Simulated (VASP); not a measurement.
# BeC (Cmcm) in VASP: a series of runs

The runs below take BeC through single point, relaxation of cell and atoms, with PBE.

All numbers are computed with VASP 6.6.1; they aren't measurements. Logs are shortened: lines on timing, memory, paths and dates and some standing lists are left out, and cuts for length are marked.

### 1 The cell of the first run

Symmetry: Cmcm, No. 63, orthorhombic system. Conventional cell: a = 3.170 Å, b = 6.752 Å, c = 2.467 Å, α = 90.00°, β = 90.00°, γ = 90.00°. Within 2.6 Å of Be (site symmetry m2m) lie 7 C at 1.80 to 2.24 Å and 8 Be at 2.31 to 2.56 Å. Within 2.0 Å of C (site symmetry m2m) lie 2 C at 1.54 Å and 1 Be at 1.80 Å.

### 2 Single point, PBE

Contents of INCAR:

```
ALGO = Normal
EDIFF = 1E-6
ENCUT = 520
GGA = PE
ISIF = 2
ISMEAR = 0
LASPH = T
LCHARG = F
LREAL = F
LWAVE = F
NBANDS = 14
NELM = 100
PREC = Accurate
SIGMA = 0.1
```

Contents of KPOINTS:

```
k-points
0
Gamma
  6 6 6
```

Contents of POSCAR:

```
BeC
1.0
    1.5847528920     -3.3761279135      0.0000000000
    1.5847528920      3.3761279135      0.0000000000
    0.0000000000      0.0000000000      2.4665147942
Be C
2 2
Direct
    0.8340599813      0.1659400187      0.7500000000
    0.1659400187      0.8340599813      0.2500000000
    0.5677916065      0.4322083935      0.7500000000
    0.4322083935      0.5677916065      0.2500000000
```

Potentials or basis: VASP PAW PBE potentials, release 64 (Be, C).

Started as:

```
$ cat potpaw_PBE.64/Be/POTCAR potpaw_PBE.64/C/POTCAR > POTCAR
$ mpirun -np 1 vasp_std > vasp.out
```

OUTCAR:

```text
EDIFF = 1E-6
   ENCUT = 520
   GGA = PE
   ISIF = 2
   ISMEAR = 0
   LASPH = T
   LREAL = F
   NELM = 100
   PREC = Accurate

 ion  position               nearest neighbor table
   1  0.834  0.166  0.750-   3 1.80   4 2.11   4 2.11   4 2.11   4 2.11   2 2.31   2 2.31   2 2.31
                             2 2.31
   2  0.166  0.834  0.250-   4 1.80   3 2.11   3 2.11   3 2.11   3 2.11   1 2.31   1 2.31   1 2.31
                             1 2.31
   3  0.568  0.432  0.750-   4 1.54   4 1.54   1 1.80   2 2.11   2 2.11   2 2.11   2 2.11
   4  0.432  0.568  0.250-   3 1.54   3 1.54   2 1.80   1 2.11   1 2.11   1 2.11   1 2.11

  LATTYP: Found a base centered orthorhombic cell.
 ALAT       =     3.1695057840
 B/A-ratio  =     2.1303812920
 C/A-ratio  =     0.7782017016

  Lattice vectors:

 A1 = (   1.5847528920,  -3.3761279135,   0.0000000000)
 A2 = (   1.5847528920,   3.3761279135,   0.0000000000)
 A3 = (   0.0000000000,   0.0000000000,   2.4665147942)

Analysis of symmetry for initial positions (statically):
=====================================================================
 Subroutine PRICEL returns:
 Original cell was already a primitive cell.

 Routine SETGRP: Setting up the symmetry group for a
 base centered orthorhombic supercell.

 Subroutine GETGRP returns: Found  8 space group operations
 (whereof  4 operations were pure point group operations)
 out of a pool of  8 trial point group operations.

The static configuration has the point symmetry C_2h.
 The point group associated with its full space group is D_2h.

Analysis of symmetry for dynamics (positions and initial velocities):
=====================================================================
 Subroutine PRICEL returns:
 Original cell was already a primitive cell.

 Routine SETGRP: Setting up the symmetry group for a
 base centered orthorhombic supercell.

 Subroutine GETGRP returns: Found  8 space group operations
 (whereof  4 operations were pure point group operations)
 out of a pool of  8 trial point group operations.

The dynamic configuration has the point symmetry C_2h.
 The point group associated with its full space group is D_2h.

 Subroutine INISYM returns: Found  8 space group operations
 (whereof  4 operations are pure point group operations),
 and found     1 'primitive' translations

----------------------------------------------------------------------------------------

                                     Primitive cell

  volume of cell :      26.3933

  direct lattice vectors                    reciprocal lattice vectors
     1.584752892 -3.376127913  0.000000000     0.315506602 -0.148098654  0.000000000
     1.584752892  3.376127913  0.000000000     0.315506602  0.148098654  0.000000000
     0.000000000  0.000000000  2.466514794     0.000000000  0.000000000  0.405430368

  length of vectors
     3.729568530  3.729568530  2.466514794     0.348536407  0.348536407  0.405430368

  position of ions in fractional coordinates (direct lattice)
     0.834059981  0.165940019  0.750000000
     0.165940019  0.834059981  0.250000000
     0.567791607  0.432208393  0.750000000
     0.432208393  0.567791607  0.250000000

  ion indices of the primitive-cell ions
   primitive index   ion index
                 1           1
                 2           2
                 3           3
                 4           4

----------------------------------------------------------------------------------------

 KPOINTS: k-points

Automatic generation of k-mesh.
 Grid dimensions read from file:
 generate k-points for:    6    6    6

 Generating k-lattice:

  Cartesian coordinates                     Fractional coordinates (reciprocal lattice)
     0.052584434 -0.024683109  0.000000000     0.166666667  0.000000000  0.000000000
     0.052584434  0.024683109  0.000000000     0.000000000  0.166666667  0.000000000
     0.000000000  0.000000000  0.067571728     0.000000000  0.000000000  0.166666667

  Length of vectors
     0.058089401  0.058089401  0.067571728

  Shift w.r.t. Gamma in fractional coordinates (k-lattice)
     0.000000000  0.000000000  0.000000000

 Subroutine IBZKPT returns following result:
 ===========================================

 Found     52 irreducible k-points:

 Following reciprocal coordinates:
            Coordinates               Weight
  0.000000  0.000000  0.000000      1.000000
  0.166667  0.000000  0.000000      4.000000
  0.333333  0.000000  0.000000      4.000000
  0.500000  0.000000  0.000000      2.000000
  0.166667  0.166667  0.000000      2.000000
  0.333333  0.166667  0.000000      4.000000
[... 16 lines left out ...]
  0.333333  0.333333  0.166667      4.000000
  0.500000  0.333333  0.166667      8.000000
 [... further k-points ...]
   k-points           NKPTS =     52   k-points in BZ     NKDIM =     52   number of bands    NBANDS=     14
   number of dos      NEDOS =    301   number of ions     NIONS =      4
   total plane-waves  NPLWV =  14112
   dimension x,y,z NGX =    28 NGY =   28 NGZ =   18
   dimension x,y,z NGXF=    56 NGYF=   56 NGZF=   36
   ions per type =               2   2
   NGX,Y,Z   is equivalent  to a cutoff of  12.48, 12.48, 12.13 a.u.
   NGXF,Y,Z  is equivalent  to a cutoff of  24.96, 24.96, 24.26 a.u.
 SYSTEM =  unknown system
   PREC   = accura    normal or accurate (medium, high low for compatibility)
   ISTART =      0    job   : 0-new  1-cont  2-samecut
   ICHARG =      2    charge: 1-file 2-atom 10-const
   ISPIN  =      1    spin polarized calculation?
   LNONCOLLINEAR =      F non collinear calculations
   LSORBIT =      F    spin-orbit coupling
   LASPH  =      T    aspherical Exc in radial PAW
   ENCUT  =  520.0 eV  38.22 Ry    6.18 a.u.   6.93  6.93  4.59*2*pi/ulx,y,z
   NELM   =    100;   NELMIN=  2; NELMDL= -5     # of ELM steps
   EDIFF  = 0.1E-05   stopping-criterion for ELM
   LREAL  =      F    real-space projection
   EDIFFG = 0.1E-04   stopping-criterion for IOM
   NSW    =      0    number of steps for IOM
   IBRION =     -1    ionic relax: 0-MD 1-quasi-New 2-CG
   NFREE  =      0    steps in history (QN), initial steepest desc. (CG)
   ISIF   =      2    stress and relaxation
   ISYM   =      2    0-nonsym 1-usesym 2-fastsym
   POTIM  = 0.5000    time-step for ionic-motion
   TEBEG  =    0.0;   TEEND  =   0.0 temperature during run
   PSTRESS=    0.0 pullay stress
   NELECT =      12.0000    total number of electrons
   NUPDOWN=      -1.0000    fix difference up-down
   EMIN   =  10.00;   EMAX   =-10.00  energy-range for DOS
   EFERMI =   0.00;   METHOD = LEGACY
   ISMEAR =     0;   SIGMA  =   0.10  broadening in eV -4-tet -1-fermi 0-gaus
   EFERMI_NEDOS =   21; number of points for ismear=-14 and -15
   IALGO  =     38    algorithm
   IMIX   =      4    mixing-type and parameters
     AMIX     =   0.40;   BMIX     =  1.00
     AMIX_MAG =   1.60;   BMIX_MAG =  1.00
  volume/ion in A,a.u.               =       6.60        44.53
  Fermi-wavevector in a.u.,A,eV,Ry     =   1.258840  2.378863 21.560854  1.584678
  Thomas-Fermi vector in A             =   2.392430
   LORBIT       =      0    0 simple, 1 ext, 2 COOP (PROOUT), +10 PAW based schemes
   GGA     = PE    functional components
   LHFCALC =     F    Hartree Fock is set to
   AEXX    =    0.0000 exact exchange contribution
   IVDW    =     0    specifies the selected vdW correction
   LEPSILON=     F    determine dielectric tensor
   LRPA    =     F    only Hartree local field effects (RPA)
 non-spin polarized calculation
 Gauss-broadening in eV      SIGMA  =   0.10
  energy-cutoff  :      520.00
  volume of cell :       26.39
 maximum number of plane-waves:       729
   NGX = 13   NGY = 13   NGZ =  9

 number of electron      12.0000001 magnetization

 Free energy of the ion-electron system (eV)
  ---------------------------------------------------
  ext. energy  EPLUGINS =         0.00000000
  ---------------------------------------------------
  free energy    TOTEN  =       -23.29728923 eV

  energy without entropy =      -23.29366703  energy(sigma->0) =      -23.29547813

 E-fermi :  10.1917     XC(G=0): -11.9010

 val. band max:       10.1429109838   @ k =   0.3333   0.1667   0.3333
 cond. band min:      10.2086832277   @ k =   0.1667   0.1667   0.5000
 fundamental gap:      0.0657722439
 Fermi energy:        10.1917223713

 k-point     1 :       0.0000    0.0000    0.0000
  band No.  band energies     occupation
      1      -9.7937      2.00000
      2       1.0019      2.00000
      3       1.6564      2.00000
      4       3.2772      2.00000
      5       4.9134      2.00000
      6       7.4046      2.00000
      7       9.3989      2.00000
      8      14.4337      0.00000
      9      16.6731      0.00000
     10      18.0357      0.00000
     11      19.0261      0.00000
     12      19.4133      0.00000
     13      19.7622      0.00000
     14      24.8503      0.00000

 k-point     2 :       0.1667    0.0000    0.0000
  band No.  band energies     occupation
      1      -9.5567      2.00000
      2      -0.0971      2.00000
      3       1.7109      2.00000
      4       2.7721      2.00000
      5       5.0468      2.00000
      6       7.2279      2.00000
      7      11.4479      0.00000
      8      15.6286      0.00000
      9      17.3178      0.00000
     10      17.3955      0.00000
     11      18.7709      0.00000
     12      19.4578      0.00000
     13      19.6014      0.00000
     14      23.8310      0.00000

 k-point     3 :       0.3333    0.0000    0.0000
  band No.  band energies     occupation
      1      -8.9854      2.00000
      2      -1.5293      2.00000
      3       0.1815      2.00000
      4       3.1046      2.00000
      5       5.3303      2.00000
      6       8.0783      2.00000
      7      15.1952      0.00000
      8      16.2348      0.00000
      9      16.7060      0.00000
     10      16.7593      0.00000
     11      19.1704      0.00000
     12      20.0301      0.00000
     13      20.3187      0.00000
     14      21.7503      0.00000

 k-point     4 :       0.5000    0.0000    0.0000
  band No.  band energies     occupation
      1      -8.6223      2.00000
      2      -2.3382      2.00000
      3      -0.2603      2.00000
      4       3.0281      2.00000
      5       5.4816      2.00000
      6       9.1778      2.00000
      7      14.8638      0.00000
      8      16.5488      0.00000
      9      16.6462      0.00000
     10      17.9382      0.00000
     11      19.0642      0.00000
     12      20.1530      0.00000
     13      20.8111      0.00000
     14      20.8149      0.00000

 k-point     5 :       0.1667    0.1667    0.0000
  band No.  band energies     occupation
      1      -9.0889      2.00000
      2      -0.5124      2.00000
      3      -0.2324      2.00000
      4       3.0675      2.00000
      5       5.2741      2.00000
      6       6.7166      2.00000
      7      15.3353      0.00000
      8      16.3526      0.00000
      9      17.9913      0.00000
     10      18.1710      0.00000
     11      18.4984      0.00000
[... 276 lines left out ...]
 k-point    22 :      -0.1667    0.1667    0.1667
  band No.  band energies     occupation
      1      -9.1201      2.00000
      2      -0.6985      2.00000
      3       2.5580      2.00000
      4       3.3919      2.00000
      5       4.2996      2.00000
      6       8.9619      2.00000
      7       9.7342      2.00000
      8      13.5151      0.00000
      9      16.0515      0.00000
     10      17.2078      0.00000
     11      18.2838      0.00000
     12      18.6031      0.00000
     13      20.2721      0.00000
     14      22.2100      0.00000

 k-point    23 :       0.3333    0.3333    0.1667
  band No.  band energies     occupation
      1      -8.1140      2.00000
      2      -2.1477      2.00000
      3      -0.5211      2.00000
      4       3.2032      2.00000
      5       6.0562      2.00000
      6       8.9097      2.00000
      7      11.9992      0.00000
      8      15.4242      0.00000
      9      16.0219      0.00000
     10      17.9004      0.00000
     11      18.7385      0.00000
     12      19.1821      0.00000
     13      20.1003      0.00000
     14      21.2428      0.00000

 k-point    24 :       0.5000    0.3333    0.1667
  band No.  band energies     occupation
      1      -8.4614      2.00000
      2      -2.7333      2.00000
      3       1.2575      2.00000
      4       3.0215      2.00000
      5       6.6053      2.00000
      6      10.5231      0.00000
      7      11.5276      0.00000
      8      12.9419      0.00000
      9      16.2193      0.00000
     10      17.3030      0.00000
     11      18.2439      0.00000
     12      19.1876      0.00000
     13      19.2706      0.00000
     14      21.9039      0.00000

 [... further k-points ...]

------------------------ aborting loop because EDIFF is reached ----------------------------------------

  FORCE on cell =-STRESS in cart. coord.  units (eV):
  Direction    XX          YY          ZZ          XY          YZ          ZX
  --------------------------------------------------------------------------------------
  -------------------------------------------------------------------------------------
  Total        0.0295323      0.0998501      0.0830001      0.0000000      0.0000000      0.0000000
  in kB        1.7927239      6.0612909      5.0384265      0.0000000      0.0000000      0.0000000
  external PRESSURE =       4.2974804 kB  Pullay stress =       0.0000000 kB

 VOLUME and BASIS-vectors are now :
 -----------------------------------------------------------------------------
  energy-cutoff  :      520.00
  volume of cell :       26.39
      direct lattice vectors                 reciprocal lattice vectors
     1.584752892 -3.376127913  0.000000000     0.315506602 -0.148098654  0.000000000
     1.584752892  3.376127913  0.000000000     0.315506602  0.148098654  0.000000000
     0.000000000  0.000000000  2.466514794     0.000000000  0.000000000  0.405430368

 POSITION                                       TOTAL-FORCE (eV/Angst)
 -----------------------------------------------------------------------------------
      1.58475     -2.25566      1.84989         0.000000     -0.015485      0.000000
      1.58475      2.25566      0.61663         0.000000      0.015485      0.000000
      1.58475     -0.45775      1.84989         0.000000     -0.025772     -0.000000
      1.58475      0.45775      0.61663         0.000000      0.025772      0.000000
 -----------------------------------------------------------------------------------
    total drift:                                0.000000     -0.000000      0.000000

  FREE ENERGIE OF THE ION-ELECTRON SYSTEM (eV)
  ---------------------------------------------------
  free  energy   TOTEN  =       -23.2972892312 eV

  energy  without entropy=      -23.2936670320  energy(sigma->0) =      -23.29547813
```

Run time: 29 s. Hardware: 1 thread of Intel Xeon 8259CL, shared host; peak memory 0.14 GiB.

What came out:

```yaml
Free_energy: -23.2973 eV
Pressure: 0.4 GPa
Largest_force: 0.026 eV/Å
Band_gap_on_the_k_mesh: zero (bands 6 and 7 overlap by 1.68 eV)
```

Forces on the atoms (eV/Å):
```
Be   0.000 -0.015  0.000
Be   0.000  0.015  0.000
C    0.000 -0.026  0.000
C    0.000  0.026  0.000
```

Stress tensor (GPa, compression positive):
```
0.18 0.00 0.00
0.00 0.61 0.00
0.00 0.00 0.50
```

Caveat: the k points lie up to 0.42 Å⁻¹ apart, too coarse for converged energies and pressures of a metal.

(Continued in part 2 of 3.)
